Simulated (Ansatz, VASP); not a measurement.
# LiCl: VASP beside Ansatz

Contents of POSCAR:

```
LiCl
1.0
    0.0000000000      2.5006410000      2.6929980000
    2.5006410000      0.0000000000      2.6929980000
    2.5006410000      2.5006410000      0.0000000000
Li Cl
1 1
Direct
    0.0000000000      0.0000000000      0.0000000000
    0.5000000000      0.5000000000      0.5000000000
```

INCAR.step1

```
SYSTEM = LiCl
PREC = Accurate ; ENCUT = 520
ISMEAR = 0 ; SIGMA = 0.05
LREAL = .False. ; LASPH = .True.
NELM = 100 ; NBANDS = 12
GGA = PE ; ALGO = Normal
EDIFF = 1E-4 ; LWAVE = .True.
LCHARG = .False.
```

Contents of INCAR.step2:

```
SYSTEM = LiCl
PREC = Accurate ; ENCUT = 520
EDIFF = 1E-6 ; ISMEAR = 0
SIGMA = 0.05 ; LREAL = .False.
LASPH = .True. ; NELM = 100
ALGO = Normal ; ISIF = 2
LWAVE = .False. ; LCHARG = .False.
METAGGA = R2SCAN ; LMIXTAU = .True.
NBANDS = 12 ; ISTART = 1
```

File KPOINTS:

```
regular mesh
0
Gamma
  8 8 8
  0 0 0
```

Input for Ansatz:

```yaml
crystal:
  lattice:
    - [0.0, 2.500641, 2.692998]
    - [2.500641, 0.0, 2.692998]
    - [2.500641, 2.500641, 0.0]
  atoms:
    - { symbol: Li, position: [0.0, 0.0, 0.0] }
    - { symbol: Cl, position: [0.5, 0.5, 0.5] }
basis:
  ecutwfc: 500
kpoints:
  mp_grid: { grid: [8, 8, 8] }
hamiltonian:
  xc: r2scan
scf:
  occupations: { method: gaussian, width: 0.05 }
output:
  forces: true
  stress: true
  eigenvalues: true
```

Change from the starting cell: strain -0.025 along x and y, +0.050 along z, atoms carried along.

Alike in both runs: task single point; functional r2SCAN; k mesh 8 × 8 × 8; occupations gaussian, width 0.05 eV; no spin polarisation.

```csv
,VASP,Ansatz
version,VASP 6.6.1,Ansatz 0.2.0
potentials or method,"VASP PAW PBE potentials, release 64 (Li_sv, Cl), cutoff 520 eV","scalar-relativistic, plane waves, PAW"
valence electrons in the cell,10,10
```

|  | VASP | Ansatz | Ansatz less VASP |
| --- | --- | --- | --- |
| gap on the k mesh at the Fermi level (eV) | 7.21 | 7.14 | -0.070 |
| least direct gap on the mesh (eV) | 7.21 | 7.14 | -0.070 |

VASP's potentials were made for PBE, not for r2SCAN.

Noted on VASP's run: the cutoff is short for stress, so the pressure is rough.
